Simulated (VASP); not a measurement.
# Sn (P1) in VASP: single point with PBEsol

Aim: the single point of Sn with PBEsol.

Everything below comes from runs of VASP 6.6.1. Logs are shortened: lines on timing, memory, paths and dates and some standing lists are left out, and cuts for length are marked.

## 1. The cell of the first run

The typed cell holds 16 atoms: a = 9.607 Å, b = 9.607 Å, c = 9.607 Å, α = 60.00°, β = 60.00°, γ = 60.00°.

## 2. Single point, PBEsol

INCAR reads:

```
PREC = Accurate
ENCUT = 520
EDIFF = 1E-7
ISMEAR = -1
SIGMA = 0.1723
LREAL = Auto
LASPH = T
NELM = 100
ALGO = Normal
ISIF = 2
LWAVE = F
LCHARG = T
GGA = PS
LELF = T
LVHAR = T
NBANDS = 126
```

KPOINTS reads:

```
Automatic mesh
0
Gamma
  2 2 2
  0.5 0.5 0.5
```

POSCAR reads:

```
Sn
1.0
   -6.7934008511     -6.7934008511      0.0000000000
    0.0000000000     -6.7934008511      6.7934008511
   -6.7934008511      0.0000000000      6.7934008511
Sn
16
Direct
    0.7674762780      0.2629422346      0.2379198630
    0.2520211213      0.2787946040      0.1768620057
    0.7751495334      0.7625892559      0.2568207792
    0.3117444482      0.7400417126      0.1722992689
    0.7443628178      0.2689670520      0.7295176758
    0.2254264887      0.2758167141      0.7525403862
    0.7743283689      0.7852588294      0.6960986262
    0.2654197124      0.7447404637      0.7603716626
    0.4001183000      0.3733938355      0.3466271241
    0.9000212315      0.3728533110      0.3615738352
    0.3764919892      0.8766756343      0.3843318034
    0.9662862010      0.7991669591      0.3677047115
    0.3878456546      0.3819390401      0.8359781977
    0.8410880096      0.3780923659      0.8608150951
    0.3835928509      0.9132855746      0.8376985437
    0.8326738881      0.8307398052      0.9493240045
```

Potentials or basis: VASP PAW PBE potentials, release 64 (Sn_d).

Command:

```
$ cat potpaw_PBE.64/Sn_d/POTCAR > POTCAR
$ mpirun -np 1 vasp_std > vasp.out
```

OUTCAR:

```text
PREC = Accurate
   ENCUT = 520
   EDIFF = 1E-7
   ISMEAR = -1
   LREAL = Auto
   LASPH = T
   NELM = 100
   ISIF = 2
   GGA = PS

 ion  position               nearest neighbor table
   1  0.767  0.263  0.238-  10 2.87   9 2.89  14 3.01  12 3.66
   2  0.252  0.279  0.177-  13 2.68  10 2.82  11 3.22   9 3.26
   3  0.775  0.763  0.257-  16 2.50  12 2.76  10 3.07  11 3.13
   4  0.312  0.740  0.172-  15 2.68  12 2.80   9 2.91  11 3.32
   5  0.744  0.269  0.730-  14 2.65  13 2.80  10 2.90  16 3.50
   6  0.225  0.276  0.753-  13 2.79  15 2.87  14 3.04   9 3.21
[... 8 lines left out ...]
  15  0.384  0.913  0.838-   4 2.68   6 2.87   8 2.89   7 3.07
  16  0.833  0.831  0.949-   3 2.50   7 3.02   8 3.43   5 3.50

  LATTYP: Found a face centered cubic cell.
 ALAT       =    13.5868017022

  Lattice vectors:

 A1 = (  -6.7934008511,  -6.7934008511,   0.0000000000)
 A2 = (   0.0000000000,  -6.7934008511,   6.7934008511)
 A3 = (  -6.7934008511,   0.0000000000,   6.7934008511)

Analysis of symmetry for initial positions (statically):
=====================================================================
 Subroutine PRICEL returns:
 Original cell was already a primitive cell.

 Routine SETGRP: Setting up the symmetry group for a
 face centered cubic supercell.

 Subroutine GETGRP returns: Found  1 space group operations
 (whereof  1 operations were pure point group operations)
 out of a pool of 48 trial point group operations.

The static configuration has the point symmetry C_1 .

Analysis of symmetry for dynamics (positions and initial velocities):
=====================================================================
 Subroutine PRICEL returns:
 Original cell was already a primitive cell.

 Routine SETGRP: Setting up the symmetry group for a
 face centered cubic supercell.

 Subroutine GETGRP returns: Found  1 space group operations
 (whereof  1 operations were pure point group operations)
 out of a pool of 48 trial point group operations.

The dynamic configuration has the point symmetry C_1 .

 Subroutine INISYM returns: Found  1 space group operations
 (whereof  1 operations are pure point group operations),
 and found     1 'primitive' translations

----------------------------------------------------------------------------------------

                                     Primitive cell

  volume of cell :     627.0349

  direct lattice vectors                    reciprocal lattice vectors
    -6.793400851 -6.793400851  0.000000000    -0.073600839 -0.073600839 -0.073600839
     0.000000000 -6.793400851  6.793400851     0.073600839 -0.073600839  0.073600839
    -6.793400851  0.000000000  6.793400851    -0.073600839  0.073600839  0.073600839

  length of vectors
     9.607319618  9.607319618  9.607319618     0.127480392  0.127480392  0.127480392

  position of ions in fractional coordinates (direct lattice)
     0.767476278  0.262942235  0.237919863
     0.252021121  0.278794604  0.176862006
     0.775149533  0.762589256  0.256820779
     0.311744448  0.740041713  0.172299269
     0.744362818  0.268967052  0.729517676
     0.225426489  0.275816714  0.752540386
[... 8 lines left out ...]
     0.383592851  0.913285575  0.837698544
     0.832673888  0.830739805  0.949324004

  ion indices of the primitive-cell ions
   primitive index   ion index
                 1           1
                 2           2
                 3           3
                 4           4
                 5           5
                 6           6
[... 8 lines left out ...]
                15          15
                16          16

----------------------------------------------------------------------------------------

 KPOINTS: Automatic mesh

Automatic generation of k-mesh.
 Grid dimensions read from file:
 generate k-points for:    2    2    2

 Generating k-lattice:

  Cartesian coordinates                     Fractional coordinates (reciprocal lattice)
    -0.036800419 -0.036800419 -0.036800419     0.500000000  0.000000000  0.000000000
     0.036800419 -0.036800419  0.036800419     0.000000000  0.500000000  0.000000000
    -0.036800419  0.036800419  0.036800419     0.000000000  0.000000000  0.500000000

  Length of vectors
     0.063740196  0.063740196  0.063740196

  Shift w.r.t. Gamma in fractional coordinates (k-lattice)
     0.500000000  0.500000000  0.500000000

 Subroutine IBZKPT returns following result:
 ===========================================

 Found     16 irreducible k-points:

 Following reciprocal coordinates:
            Coordinates               Weight
  0.250000  0.250000  0.250000      2.000000
  0.250000  0.000000  0.000000      2.000000
  0.000000  0.000000 -0.250000      2.000000
  0.000000  0.250000  0.000000      2.000000
 -0.250000  0.250000  0.250000      2.000000
  0.250000 -0.250000  0.250000      2.000000
[... 8 lines left out ...]
  0.000000  0.250000  0.500000      2.000000
  0.500000  0.250000  0.000000      2.000000
   k-points           NKPTS =     16   k-points in BZ     NKDIM =     16   number of bands    NBANDS=    126
   number of dos      NEDOS =    301   number of ions     NIONS =     16
   total plane-waves  NPLWV = 373248
   dimension x,y,z NGX =    72 NGY =   72 NGZ =   72
   dimension x,y,z NGXF=   144 NGYF=  144 NGZF=  144
   ions per type =              16
   NGX,Y,Z   is equivalent  to a cutoff of  12.46, 12.46, 12.46 a.u.
   NGXF,Y,Z  is equivalent  to a cutoff of  24.92, 24.92, 24.92 a.u.
 SYSTEM =  unknown system
   PREC   = accura    normal or accurate (medium, high low for compatibility)
   ISTART =      0    job   : 0-new  1-cont  2-samecut
   ICHARG =      2    charge: 1-file 2-atom 10-const
   ISPIN  =      1    spin polarized calculation?
   LNONCOLLINEAR =      F non collinear calculations
   LSORBIT =      F    spin-orbit coupling
   LASPH  =      T    aspherical Exc in radial PAW
   ENCUT  =  520.0 eV  38.22 Ry    6.18 a.u.  17.86 17.86 17.86*2*pi/ulx,y,z
   NELM   =    100;   NELMIN=  2; NELMDL= -5     # of ELM steps
   EDIFF  = 0.1E-06   stopping-criterion for ELM
   LREAL  =      T    real-space projection
   EDIFFG = 0.1E-05   stopping-criterion for IOM
   NSW    =      0    number of steps for IOM
   IBRION =     -1    ionic relax: 0-MD 1-quasi-New 2-CG
   NFREE  =      0    steps in history (QN), initial steepest desc. (CG)
   ISIF   =      2    stress and relaxation
   ISYM   =      2    0-nonsym 1-usesym 2-fastsym
   POTIM  = 0.5000    time-step for ionic-motion
   TEBEG  =    0.0;   TEEND  =   0.0 temperature during run
   PSTRESS=    0.0 pullay stress
   NELECT =     224.0000    total number of electrons
   NUPDOWN=      -1.0000    fix difference up-down
   EMIN   =  10.00;   EMAX   =-10.00  energy-range for DOS
   EFERMI =   0.00;   METHOD = LEGACY
   ISMEAR =    -1;   SIGMA  =   0.17  broadening in eV -4-tet -1-fermi 0-gaus
   EFERMI_NEDOS =   21; number of points for ismear=-14 and -15
   IALGO  =     38    algorithm
   IMIX   =      4    mixing-type and parameters
     AMIX     =   0.40;   BMIX     =  1.00
     AMIX_MAG =   1.60;   BMIX_MAG =  1.00
  volume/ion in A,a.u.               =      39.19       264.47
  Fermi-wavevector in a.u.,A,eV,Ry     =   1.161610  2.195124 18.358849  1.349337
  Thomas-Fermi vector in A             =   2.298180
   LORBIT       =      0    0 simple, 1 ext, 2 COOP (PROOUT), +10 PAW based schemes
   GGA     = PS    functional components
   LHFCALC =     F    Hartree Fock is set to
   AEXX    =    0.0000 exact exchange contribution
   IVDW    =     0    specifies the selected vdW correction
   LEPSILON=     F    determine dielectric tensor
   LRPA    =     F    only Hartree local field effects (RPA)
 non-spin polarized calculation
  energy-cutoff  :      520.00
  volume of cell :      627.03
 maximum number of plane-waves:     16898
   NGX = 35   NGY = 35   NGZ = 35

 number of electron     223.9999999 magnetization

 Free energy of the ion-electron system (eV)
  ---------------------------------------------------
  ext. energy  EPLUGINS =         0.00000000
  ---------------------------------------------------
  free energy    TOTEN  =       -62.93720984 eV

  energy without entropy =      -62.37544731  energy(sigma->0) =      -62.65632858

 E-fermi :   4.1635     XC(G=0):  -8.5179

 val. band max:        4.1162507662   @ k =   0.5000   0.0000  -0.2500
 cond. band min:       4.1940342000   @ k =   0.2500   0.0000   0.0000
 fundamental gap:      0.0777834338
 Fermi energy:         4.1634862852

 k-point     1 :       0.2500    0.2500    0.2500
  band No.  band energies     occupation
      1     -17.7853      2.00000
      2     -17.6084      2.00000
      3     -17.5973      2.00000
      4     -17.5457      2.00000
      5     -17.5382      2.00000
      6     -17.5121      2.00000
[... 116 lines left out ...]
    123       5.8496      0.00011
    124       6.0910      0.00003

 k-point     2 :       0.2500    0.0000    0.0000
  band No.  band energies     occupation
      1     -17.7864      2.00000
      2     -17.6119      2.00000
      3     -17.5972      2.00000
      4     -17.5469      2.00000
      5     -17.5377      2.00000
      6     -17.5071      2.00000
[... 1894 lines left out ...]
    123       6.5408      0.00000
    124       6.6008      0.00000
 [bands above 124 left out]

------------------------ aborting loop because EDIFF is reached ----------------------------------------

  FORCE on cell =-STRESS in cart. coord.  units (eV):
  Direction    XX          YY          ZZ          XY          YZ          ZX
  --------------------------------------------------------------------------------------
  -------------------------------------------------------------------------------------
  Total       -5.8760508     -8.4527607     -4.9289581     -0.3415935      3.7473110     -6.9788415
  in kB      -15.0142762    -21.5981939    -12.5942988     -0.8728275      9.5749959    -17.8320880
  external PRESSURE =     -16.4022563 kB  Pullay stress =       0.0000000 kB

 VOLUME and BASIS-vectors are now :
 -----------------------------------------------------------------------------
  energy-cutoff  :      520.00
  volume of cell :      627.03
      direct lattice vectors                 reciprocal lattice vectors
    -6.793400851 -6.793400851  0.000000000    -0.073600839 -0.073600839 -0.073600839
     0.000000000 -6.793400851  6.793400851     0.073600839 -0.073600839  0.073600839
    -6.793400851  0.000000000  6.793400851    -0.073600839  0.073600839  0.073600839

 POSITION                                       TOTAL-FORCE (eV/Angst)
 -----------------------------------------------------------------------------------
     -6.83006     -7.00005      3.40256         0.010368      0.374583     -0.748256
     -2.91357     -3.60604      3.09546        -2.178771      0.650017      0.767435
     -7.01059    -10.44648      6.92526        -1.321442      2.113620      1.747127
     -3.28830     -7.14520      6.19790        -1.713388      0.259982      0.868088
    -10.01266     -6.88396      6.78311        -0.173491      1.059577     -1.592648
     -6.64372     -3.40515      6.98604         1.150179      0.100949     -0.601965
[... 8 lines left out ...]
     -8.29672     -8.81021     11.89514         0.453062     -0.831892     -0.936916
    -12.10583    -11.30024     12.09269         2.309577     -2.325014     -2.414148
 -----------------------------------------------------------------------------------
    total drift:                               -0.009763      0.032211      0.004705

  FREE ENERGIE OF THE ION-ELECTRON SYSTEM (eV)
  ---------------------------------------------------
  free  energy   TOTEN  =       -62.9372098411 eV

  energy  without entropy=      -62.3754473119  energy(sigma->0) =      -62.65632858
```

It took 51 min on 1 thread of Intel Xeon Platinum 8259CL at 2.50GHz (Skylake/Cascade Lake), shared host; peak memory 1.2 GiB.

Results:

```yaml
Free_energy: -62.9372 eV
Pressure: -1.6 GPa
Largest_force: 4.070 eV/Å
Band_gap_on_the_k_mesh: zero (bands 112 and 113 overlap by 0.03 eV)
```

Forces in eV/Å, atoms in the order of the input:
```
Sn   0.010  0.375 -0.748
Sn  -2.179  0.650  0.767
Sn  -1.321  2.114  1.747
Sn  -1.713  0.260  0.868
Sn  -0.173  1.060 -1.593
Sn   1.150  0.101 -0.602
Sn  -0.826  1.321  0.878
Sn   0.857  0.421  0.378
Sn   0.232  0.636 -0.029
Sn   0.579 -0.138  0.421
Sn   0.528 -0.422 -0.471
Sn   0.685 -0.968  0.325
Sn   0.521 -0.788 -0.077
Sn  -1.112 -1.464  1.485
Sn   0.453 -0.832 -0.937
Sn   2.310 -2.325 -2.414
```

Caveat: the k points lie up to 0.40 Å⁻¹ apart; the atoms stand as in a frame of molecular dynamics; the PAW data sets were made with another functional, which shifts forces and pressure a little; spin-orbit coupling is left out, which moves the levels of the heavy elements.
